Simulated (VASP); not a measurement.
Input of a VASP 6.6.1 run:

INCAR

```
SYSTEM = B12HN12
PREC = Accurate ; ENCUT = 520
EDIFF = 1E-6 ; ISMEAR = 0
SIGMA = 0.02 ; LREAL = Auto
LASPH = .TRUE. ; NELM = 80
ALGO = Normal ; ISIF = 2
LWAVE = .FALSE. ; LCHARG = .FALSE.
GGA = PE ; IVDW = 12
NBANDS = 66 ; NELECT = 96.0
```

KPOINTS

```
Automatic mesh
0
Gamma
  2 2 2
  0.5 0.5 0.5
```

POSCAR

```
B12HN12
1.0
   -3.7615274009     -3.3394822066     -4.3376638254
    3.7615274009     -3.3394822066      4.3376638254
   -3.7615274009      3.3394822066      4.3376638254
B N H
12 12 1
Direct
    0.1632873325      0.7457289717      0.9167061190
    1.0107392557     -0.0002487501      0.0037077795
    0.3333346895      0.4998141763      0.8310042220
    0.8452322925      0.2685592166      0.0900247128
    0.6547272805      0.4889012052      0.1668842486
    0.1697270578      0.2529181684      0.4167976131
    0.4920496076      0.7430622641      0.2493758215
    0.3313782846     -0.0034779705      0.3334329083
    0.9985079283      0.5003876675      0.5001545355
    0.8313351212      0.7480843302      0.5824819641
    0.6820615470      0.0174675716      0.6583904056
    0.5038224649      0.2537993813      0.7495113075
    0.1634744425      0.0789596521      0.2502835151
    1.0038524782      0.3378295833      0.3337018443
    0.3270546366      0.8269257036      0.1662829081
    0.8256157412      0.5767563576      0.4161093202
    0.6706758983      0.8377948797      0.4994969935
    0.1676531566      0.5841114884      0.7495661006
    0.5087914315      0.0907976938      0.5834941151
    0.3370885978      0.3362182634      0.6655802142
    0.9965105402      0.8292849881      0.8330383298
    0.8895113224      0.1367538794      0.9197447959
    0.6643542068      0.3311397469      1.0000263929
    0.4801972703      0.5648213969      0.0813887387
    0.0701402793      0.2931440703     -0.0541665945
```

Potentials or basis: VASP PAW PBE potentials, release 64 (B, N, H).

The run is started by

```console
$ cat potpaw_PBE.64/B/POTCAR potpaw_PBE.64/N/POTCAR potpaw_PBE.64/H/POTCAR > POTCAR
$ mpirun -np 1 vasp_std > vasp.out
```

Problem. What does it give for the largest force?

Solution. 0.285 eV/Å.

Problem. Predict the dispersion energy per atom.

Solution. -0.140 eV.

Forces in eV/Å, atoms in the order of the input:
```
B   -0.017 -0.014 -0.005
B   -0.027  0.028 -0.016
B   -0.026 -0.064  0.001
B   -0.010  0.067  0.025
B   -0.020 -0.097  0.013
B   -0.017  0.022  0.002
B   -0.007 -0.082 -0.007
B   -0.006  0.008 -0.004
B   -0.025  0.015  0.005
B   -0.013 -0.013 -0.002
B    0.007  0.095 -0.004
B   -0.007  0.001  0.006
N    0.000 -0.001  0.009
N   -0.016  0.028 -0.006
N   -0.014 -0.006  0.000
N   -0.025 -0.033 -0.002
N   -0.019  0.013 -0.003
N   -0.023  0.018 -0.003
N   -0.002  0.037  0.002
N   -0.013 -0.003 -0.003
N   -0.009  0.006  0.005
N    0.054  0.139 -0.010
N   -0.008 -0.014 -0.007
N   -0.035 -0.209 -0.005
H    0.278  0.061  0.009
```

Caveat: the k points lie up to 0.59 Å⁻¹ apart; the cell carries a net charge on a neutralising background, which shifts energy and pressure.
